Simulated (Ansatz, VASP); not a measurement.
# Two plane-wave programs on BiAs2O2

```
CELL_PARAMETERS angstrom
-2.23923 2.23923 4.91034
2.23923 -2.23923 4.91034
2.23923 2.23923 -4.91034
ATOMIC_POSITIONS crystal
Bi 0.00000 0.00000 0.00000
As 0.25000 0.75000 0.50000
As 0.75000 0.25000 0.50000
O 0.74885 0.74885 0.00000
O 0.25115 0.25115 0.00000
```

Alike in both runs: functional PBE; k mesh 6 × 6 × 6; occupations gaussian, width 0.1 eV; no spin polarisation.

Ansatz relaxed the structure, and its values are those at the end. VASP's run is a single point on that final structure, the one shown.

```csv
,VASP,Ansatz
version,VASP 6.6.1,Ansatz 0.2.0
potentials or method,"VASP PAW PBE potentials, release 64 (Bi_d, As, O), cutoff 520 eV","scalar-relativistic, plane waves, PAW"
valence electrons in the cell,37,57
```

```tsv
	VASP	Ansatz	Ansatz less VASP
gap on the k mesh at the Fermi level (eV)	none	none	-
pressure (GPa)	0.0	0.1	+0.04
rms of the force components (eV/Å)	0.002	0.004	+0.0022
```

A gap of «none» marks a metal or a gap that the smearing closes. VASP's potentials hold 37 valence electrons a cell and Ansatz's 57, so a difference there can come from the potentials and not from the codes.

Spin-orbit coupling is off throughout.
